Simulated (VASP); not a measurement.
# Na (Pm-3m) in VASP: a series of runs

The runs below take Na through single point, with PBE.

Everything below comes from runs of VASP 6.6.1. Logs are shortened: lines on timing, memory, paths and dates and some standing lists are left out, and cuts for length are marked.

## Step 1: The cell of the first run

Symmetry: Pm-3m, No. 221, cubic system. The conventional cell has a = 2.961 Å, b = 2.961 Å, c = 2.961 Å, α = 90.00°, β = 90.00°, γ = 90.00°. Within 3.9 Å of Na (site symmetry m-3m) lie 6 Na at 2.96 Å.

## Step 2: Single point, PBE (volume scaled by 0.65)

INCAR

```
PREC     = Accurate       # precision mode
ENCUT    = 520            # plane-wave cutoff, eV
EDIFF    = 1E-6           # SCF threshold, eV
ISMEAR   = -1             # smearing method
SIGMA    = 0.05           # smearing width, eV
LREAL    = F              # projectors in reciprocal space
LASPH    = T              # aspherical terms in the spheres
NELM     = 60             # most SCF steps
ALGO     = Normal         # electronic algorithm
ISIF     = 2              # what is computed and relaxed
LWAVE    = F              # write WAVECAR
LCHARG   = F              # write CHGCAR
GGA      = PE             # functional
NBANDS   = 10             # bands
```

KPOINTS

```
regular mesh
0
Gamma
  12 12 12
```

POSCAR

```
Na
1.0
    2.9606542260      0.0000000000      0.0000000000
    0.0000000000      2.9606542260      0.0000000000
    0.0000000000      0.0000000000      2.9606542260
Na
1
Direct
    0.0000000000      0.0000000000      0.0000000000
```

Potentials or basis: VASP PAW PBE potentials, release 64 (Na_pv).

The run is started by

```console
cat potpaw_PBE.64/Na_pv/POTCAR > POTCAR
mpirun -np 1 vasp_std > vasp.out
```

OUTCAR:

```text
PREC = Accurate
   ENCUT = 520
   EDIFF = 1E-6
   ISMEAR = -1
   LREAL = F
   LASPH = T
   NELM = 60
   ISIF = 2
   GGA = PE

 ion  position               nearest neighbor table
   1  0.000  0.000  0.000-

  LATTYP: Found a simple cubic cell.
 ALAT       =     2.9606542260

  Lattice vectors:

 A1 = (   2.9606542260,   0.0000000000,   0.0000000000)
 A2 = (   0.0000000000,   2.9606542260,   0.0000000000)
 A3 = (   0.0000000000,   0.0000000000,   2.9606542260)

Analysis of symmetry for initial positions (statically):
=====================================================================
 Subroutine PRICEL returns:
 Original cell was already a primitive cell.

 Routine SETGRP: Setting up the symmetry group for a
 simple cubic supercell.

 Subroutine GETGRP returns: Found 48 space group operations
 (whereof 48 operations were pure point group operations)
 out of a pool of 48 trial point group operations.

The static configuration has the point symmetry O_h .

Analysis of symmetry for dynamics (positions and initial velocities):
=====================================================================
 Subroutine PRICEL returns:
 Original cell was already a primitive cell.

 Routine SETGRP: Setting up the symmetry group for a
 simple cubic supercell.

 Subroutine GETGRP returns: Found 48 space group operations
 (whereof 48 operations were pure point group operations)
 out of a pool of 48 trial point group operations.

The dynamic configuration has the point symmetry O_h .

 Subroutine INISYM returns: Found 48 space group operations
 (whereof 48 operations are pure point group operations),
 and found     1 'primitive' translations

----------------------------------------------------------------------------------------

                                     Primitive cell

  volume of cell :      25.9515

  direct lattice vectors                    reciprocal lattice vectors
     2.960654226  0.000000000  0.000000000     0.337763185  0.000000000  0.000000000
     0.000000000  2.960654226  0.000000000     0.000000000  0.337763185  0.000000000
     0.000000000  0.000000000  2.960654226     0.000000000  0.000000000  0.337763185

  length of vectors
     2.960654226  2.960654226  2.960654226     0.337763185  0.337763185  0.337763185

  position of ions in fractional coordinates (direct lattice)
     0.000000000  0.000000000  0.000000000

  ion indices of the primitive-cell ions
   primitive index   ion index
                 1           1

----------------------------------------------------------------------------------------

 KPOINTS: regular mesh

Automatic generation of k-mesh.
 Grid dimensions read from file:
 generate k-points for:   12   12   12

 Generating k-lattice:

  Cartesian coordinates                     Fractional coordinates (reciprocal lattice)
     0.028146932  0.000000000  0.000000000     0.083333333  0.000000000  0.000000000
     0.000000000  0.028146932  0.000000000     0.000000000  0.083333333  0.000000000
     0.000000000  0.000000000  0.028146932     0.000000000  0.000000000  0.083333333

  Length of vectors
     0.028146932  0.028146932  0.028146932

  Shift w.r.t. Gamma in fractional coordinates (k-lattice)
     0.000000000  0.000000000  0.000000000

 Subroutine IBZKPT returns following result:
 ===========================================

 Found     84 irreducible k-points:

 Following reciprocal coordinates:
            Coordinates               Weight
  0.000000  0.000000  0.000000      1.000000
  0.083333  0.000000  0.000000      6.000000
  0.166667  0.000000  0.000000      6.000000
  0.250000  0.000000  0.000000      6.000000
  0.333333  0.000000  0.000000      6.000000
  0.416667  0.000000  0.000000      6.000000
[... 16 lines left out ...]
  0.333333  0.333333  0.000000     12.000000
  0.416667  0.333333  0.000000     24.000000
 [... further k-points ...]
   k-points           NKPTS =     84   k-points in BZ     NKDIM =     84   number of bands    NBANDS=     10
   number of dos      NEDOS =    301   number of ions     NIONS =      1
   total plane-waves  NPLWV =  13824
   dimension x,y,z NGX =    24 NGY =   24 NGZ =   24
   dimension x,y,z NGXF=    48 NGYF=   48 NGZF=   48
   ions per type =               1
   NGX,Y,Z   is equivalent  to a cutoff of  13.48, 13.48, 13.48 a.u.
   NGXF,Y,Z  is equivalent  to a cutoff of  26.95, 26.95, 26.95 a.u.
 SYSTEM =  unknown system
   PREC   = accura    normal or accurate (medium, high low for compatibility)
   ISTART =      0    job   : 0-new  1-cont  2-samecut
   ICHARG =      2    charge: 1-file 2-atom 10-const
   ISPIN  =      1    spin polarized calculation?
   LNONCOLLINEAR =      F non collinear calculations
   LSORBIT =      F    spin-orbit coupling
   LASPH  =      T    aspherical Exc in radial PAW
   ENCUT  =  520.0 eV  38.22 Ry    6.18 a.u.   5.50  5.50  5.50*2*pi/ulx,y,z
   NELM   =     60;   NELMIN=  2; NELMDL= -5     # of ELM steps
   EDIFF  = 0.1E-05   stopping-criterion for ELM
   LREAL  =      F    real-space projection
   EDIFFG = 0.1E-04   stopping-criterion for IOM
   NSW    =      0    number of steps for IOM
   IBRION =     -1    ionic relax: 0-MD 1-quasi-New 2-CG
   NFREE  =      0    steps in history (QN), initial steepest desc. (CG)
   ISIF   =      2    stress and relaxation
   ISYM   =      2    0-nonsym 1-usesym 2-fastsym
   POTIM  = 0.5000    time-step for ionic-motion
   TEBEG  =    0.0;   TEEND  =   0.0 temperature during run
   PSTRESS=    0.0 pullay stress
   NELECT =       7.0000    total number of electrons
   NUPDOWN=      -1.0000    fix difference up-down
   EMIN   =  10.00;   EMAX   =-10.00  energy-range for DOS
   EFERMI =   0.00;   METHOD = LEGACY
   ISMEAR =    -1;   SIGMA  =   0.05  broadening in eV -4-tet -1-fermi 0-gaus
   EFERMI_NEDOS =   21; number of points for ismear=-14 and -15
   IALGO  =     38    algorithm
   IMIX   =      4    mixing-type and parameters
     AMIX     =   0.40;   BMIX     =  1.00
     AMIX_MAG =   1.60;   BMIX_MAG =  1.00
  volume/ion in A,a.u.               =      25.95       175.13
  Fermi-wavevector in a.u.,A,eV,Ry     =   1.057758  1.998874 15.222917  1.118853
  Thomas-Fermi vector in A             =   2.193043
   LORBIT       =      0    0 simple, 1 ext, 2 COOP (PROOUT), +10 PAW based schemes
   GGA     = PE    functional components
   LHFCALC =     F    Hartree Fock is set to
   AEXX    =    0.0000 exact exchange contribution
   IVDW    =     0    specifies the selected vdW correction
   LEPSILON=     F    determine dielectric tensor
   LRPA    =     F    only Hartree local field effects (RPA)
 non-spin polarized calculation
  energy-cutoff  :      520.00
  volume of cell :       25.95
 maximum number of plane-waves:       739
 NGX is ok and might be reduce to    24
   NGX = 11   NGY = 11   NGZ = 11

 number of electron       7.0000004 magnetization

 Free energy of the ion-electron system (eV)
  ---------------------------------------------------
  ext. energy  EPLUGINS =         0.00000000
  ---------------------------------------------------
  free energy    TOTEN  =        -1.01555038 eV

  energy without entropy =       -1.01096526  energy(sigma->0) =       -1.01325782

 E-fermi :   1.6142     XC(G=0):  -7.5118

 val. band max:        1.5895588505   @ k =   0.5000   0.0833   0.0000
 cond. band min:       1.6525441159   @ k =   0.4167   0.2500   0.0833
 fundamental gap:      0.0629852653
 Fermi energy:         1.6142227518

 k-point     1 :       0.0000    0.0000    0.0000
  band No.  band energies     occupation
      1     -23.3911      2.00000
      2     -23.3911      2.00000
      3     -23.3911      2.00000
      4      -2.4894      2.00000
      5      11.7788      0.00000
      6      11.7788      0.00000
      7      14.3058      0.00000
      8      14.3058      0.00000
      9      14.3058      0.00000
     10      18.5021      0.00000

 k-point     2 :       0.0833    0.0000    0.0000
  band No.  band energies     occupation
      1     -23.4031      2.00000
      2     -23.3900      2.00000
      3     -23.3900      2.00000
      4      -2.3637      2.00000
      5      10.6531      0.00000
      6      11.8913      0.00000
      7      14.3899      0.00000
      8      14.3899      0.00000
      9      15.0440      0.00000
     10      19.1788      0.00000

 k-point     3 :       0.1667    0.0000    0.0000
  band No.  band energies     occupation
      1     -23.4359      2.00000
      2     -23.3872      2.00000
      3     -23.3872      2.00000
      4      -1.9895      2.00000
      5       8.7545      0.00000
      6      12.2264      0.00000
      7      14.6410      0.00000
      8      14.6410      0.00000
      9      15.9651      0.00000
     10      21.0004      0.00000

 k-point     4 :       0.2500    0.0000    0.0000
  band No.  band energies     occupation
      1     -23.4804      2.00000
      2     -23.3833      2.00000
      3     -23.3833      2.00000
      4      -1.3744      2.00000
      5       6.8270      0.00000
      6      12.7751      0.00000
      7      15.0532      0.00000
      8      15.0532      0.00000
      9      16.7866      0.00000
     10      21.8335      0.00000
[... 222 lines left out ...]
 k-point    22 :       0.5000    0.2500    0.0000
  band No.  band energies     occupation
      1     -23.5546      2.00000
      2     -23.4587      2.00000
      3     -23.3684      2.00000
      4       2.4263      0.00000
      5       3.3100      0.00000
      6      10.2446      0.00000
      7      11.3946      0.00000
      8      17.5828      0.00000
      9      19.2010      0.00000
     10      19.2102      0.00000

 k-point    23 :       0.3333    0.3333    0.0000
  band No.  band energies     occupation
      1     -23.5088      2.00000
      2     -23.5033      2.00000
      3     -23.3684      2.00000
      4       1.3259      1.99376
      5       6.3962      0.00000
      6       7.1973      0.00000
      7      12.0742      0.00000
      8      17.0715      0.00000
      9      18.1363      0.00000
     10      20.5880      0.00000

 k-point    24 :       0.4167    0.3333    0.0000
  band No.  band energies     occupation
      1     -23.5366      2.00000
      2     -23.5015      2.00000
      3     -23.3657      2.00000
      4       2.3170      0.00000
      5       5.1415      0.00000
      6       7.7479      0.00000
      7      10.6453      0.00000
      8      17.8071      0.00000
      9      19.0922      0.00000
     10      19.9431      0.00000

 [... further k-points ...]
[... 5 lines left out ...]
  --------------------------------------------------------------------------------------
  -------------------------------------------------------------------------------------
  Total        0.9232581      0.9232581      0.9232581     -0.0000000      0.0000000     -0.0000000
  in kB       56.9994467     56.9994467     56.9994467     -0.0000000      0.0000000     -0.0000000
  external PRESSURE =      56.9994467 kB  Pullay stress =       0.0000000 kB

 VOLUME and BASIS-vectors are now :
 -----------------------------------------------------------------------------
  energy-cutoff  :      520.00
  volume of cell :       25.95
      direct lattice vectors                 reciprocal lattice vectors
     2.960654226  0.000000000  0.000000000     0.337763185  0.000000000  0.000000000
     0.000000000  2.960654226  0.000000000     0.000000000  0.337763185  0.000000000
     0.000000000  0.000000000  2.960654226     0.000000000  0.000000000  0.337763185

 POSITION                                       TOTAL-FORCE (eV/Angst)
 -----------------------------------------------------------------------------------
      0.00000      0.00000      0.00000         0.000000      0.000000      0.000000
 -----------------------------------------------------------------------------------
    total drift:                                0.000000     -0.000000      0.000000

  FREE ENERGIE OF THE ION-ELECTRON SYSTEM (eV)
  ---------------------------------------------------
  free  energy   TOTEN  =        -1.0155503785 eV

  energy  without entropy=       -1.0109652582  energy(sigma->0) =       -1.01325782
```

Run time: 11 s. Hardware: 1 thread of Intel Xeon Platinum 8375C at 2.90GHz (Ice Lake), shared host; peak memory 0.13 GiB.

Results:

* Free energy: -1.0156 eV
* Pressure: 5.7 GPa

Levels at points of the mesh, in eV from the Fermi level:
```
           k point  band 1  band 2  band 3  band 4  band 5  band 6  band 7
(0.00, 0.00, 0.00)  -25.01  -25.01  -25.01   -4.10   10.16   10.16   12.69
(0.50, 0.00, 0.00)  -25.18  -24.99  -24.99   -0.13    0.60   13.19   14.97
(0.50, 0.50, 0.00)  -25.16  -25.16  -24.98    3.41    4.01    4.01    6.02
(0.50, 0.50, 0.50)  -25.13  -25.13  -25.13    6.96    6.96    6.96    8.33
```

## Step 3: Single point, PBE (volume scaled by 0.75)

INCAR

```
SYSTEM = Na
PREC = Accurate
ENCUT = 520
EDIFF = 1E-6
ISMEAR = -1
SIGMA = 0.05
LREAL = .False.
LASPH = .True.
NELM = 100
ALGO = Normal
ISIF = 2
LWAVE = .False.
LCHARG = .False.
GGA = PE
NBANDS = 10
```

KPOINTS

```
Automatic mesh
0
Gamma
  12 12 12
  0 0 0
```

POSCAR

```
Na
1.0
    3.1053006780      0.0000000000      0.0000000000
    0.0000000000      3.1053006780      0.0000000000
    0.0000000000      0.0000000000      3.1053006780
Na
1
Direct
    0.0000000000      0.0000000000      0.0000000000
```

Potentials or basis: VASP PAW PBE potentials, release 64 (Na_pv).

The run is started by

```console
cat potpaw_PBE.64/Na_pv/POTCAR > POTCAR
mpirun -np 1 vasp_std > vasp.out
```

It took 11 s on 1 thread of Intel Xeon Platinum 8375C at 2.90GHz (Ice Lake), shared host; peak memory 0.13 GiB.

It converged, with:

- Free energy: -1.1217 eV
- Pressure: 2.9 GPa

Levels at points of the mesh, in eV from the Fermi level:
```
           k point  band 1  band 2  band 3  band 4  band 5  band 6  band 7  band 8
(0.00, 0.00, 0.00)  -25.01  -25.01  -25.01   -3.76    9.47    9.47   11.51   11.51
(0.50, 0.00, 0.00)  -25.13  -25.00  -25.00   -0.08    0.43   12.22   13.85   13.85
(0.50, 0.50, 0.00)  -25.11  -25.11  -24.99    3.34    3.61    3.61    5.25   16.65
(0.50, 0.50, 0.50)  -25.10  -25.10  -25.10    6.57    6.57    6.57    7.42    7.42
```

## Step 4: Single point, PBE (volume scaled by 0.85)

INCAR

```
SYSTEM = Na
PREC = Accurate
ENCUT = 520
EDIFF = 1E-6
ISMEAR = -1
SIGMA = 0.05
LREAL = .FALSE.
LASPH = .TRUE.
NELM = 80
ALGO = Normal
ISIF = 2
LWAVE = .FALSE.
LCHARG = .FALSE.
GGA = PE
NBANDS = 10
```

KPOINTS

```
Automatic mesh
0
G
  12 12 12
  0 0 0
```

POSCAR

```
Na
1.0
    3.2375976705      0.0000000000      0.0000000000
    0.0000000000      3.2375976705      0.0000000000
    0.0000000000      0.0000000000      3.2375976705
Na
1
Direct
    0.0000000000      0.0000000000      0.0000000000
```

Potentials or basis: VASP PAW PBE potentials, release 64 (Na_pv).

The run is started by

```console
cat potpaw_PBE.64/Na_pv/POTCAR > POTCAR
mpirun -np 1 vasp_std > vasp.out
```

OUTCAR:

```text
SYSTEM = Na
   PREC = Accurate
   ENCUT = 520
   EDIFF = 1E-6
   ISMEAR = -1
   LREAL = .FALSE.
   LASPH = .TRUE.
   NELM = 80
   ISIF = 2
   GGA = PE

 ion  position               nearest neighbor table
   1  0.000  0.000  0.000-

  LATTYP: Found a simple cubic cell.
 ALAT       =     3.2375976705

  Lattice vectors:

 A1 = (   3.2375976705,   0.0000000000,   0.0000000000)
 A2 = (   0.0000000000,   3.2375976705,   0.0000000000)
 A3 = (   0.0000000000,   0.0000000000,   3.2375976705)

[... 480 lines left out ...]
      2     -24.4748      2.00000
      3     -24.4141      2.00000
      4       1.2181      0.00001
      5       3.5288      0.00000
      6       5.8411      0.00000
      7       8.1307      0.00000
      8      14.4311      0.00000
      9      15.4008      0.00000
     10      16.2642      0.00000

 [... further k-points ...]
[... 5 lines left out ...]
  --------------------------------------------------------------------------------------
  -------------------------------------------------------------------------------------
  Total        0.2662706      0.2662706      0.2662706      0.0000000      0.0000000     -0.0000000
  in kB       12.5708651     12.5708651     12.5708651      0.0000000      0.0000000     -0.0000000
  external PRESSURE =      12.5708651 kB  Pullay stress =       0.0000000 kB

 VOLUME and BASIS-vectors are now :
 -----------------------------------------------------------------------------
  energy-cutoff  :      520.00
  volume of cell :       33.94
      direct lattice vectors                 reciprocal lattice vectors
     3.237597671  0.000000000  0.000000000     0.308870991  0.000000000  0.000000000
     0.000000000  3.237597671  0.000000000     0.000000000  0.308870991  0.000000000
     0.000000000  0.000000000  3.237597671     0.000000000  0.000000000  0.308870991

 POSITION                                       TOTAL-FORCE (eV/Angst)
 -----------------------------------------------------------------------------------
      0.00000      0.00000      0.00000         0.000000      0.000000      0.000000
 -----------------------------------------------------------------------------------
    total drift:                                0.000000     -0.000000      0.000000

  FREE ENERGIE OF THE ION-ELECTRON SYSTEM (eV)
  ---------------------------------------------------
  free  energy   TOTEN  =        -1.1731792970 eV

  energy  without entropy=       -1.1685199945  energy(sigma->0) =       -1.17084965
```

Run time: 12 s. Hardware: 1 thread of Intel Xeon Platinum 8375C at 2.90GHz (Ice Lake), shared host; peak memory 0.14 GiB.

Results:

| Item | Value |
| --- | --- |
| Free energy | -1.1732 eV |
| Pressure | 1.3 GPa |

## Step 5: The runs side by side

```tsv
cell	gap on the mesh (eV)	pressure (GPa)
a = 2.961 Å, 1 atom	none	5.7
a = 3.105 Å, 1 atom	none	2.9
a = 3.238 Å, 1 atom	none	1.3
```

Alike in all rows: task single point; level PBE; potentials or basis VASP PAW PBE potentials, release 64 (Na_pv); no spin polarisation; k mesh 12 × 12 × 12; cutoff (eV) 520; smearing fermi-dirac 0.05 eV.

Absolute energies hang on the potentials; compare differences alone.
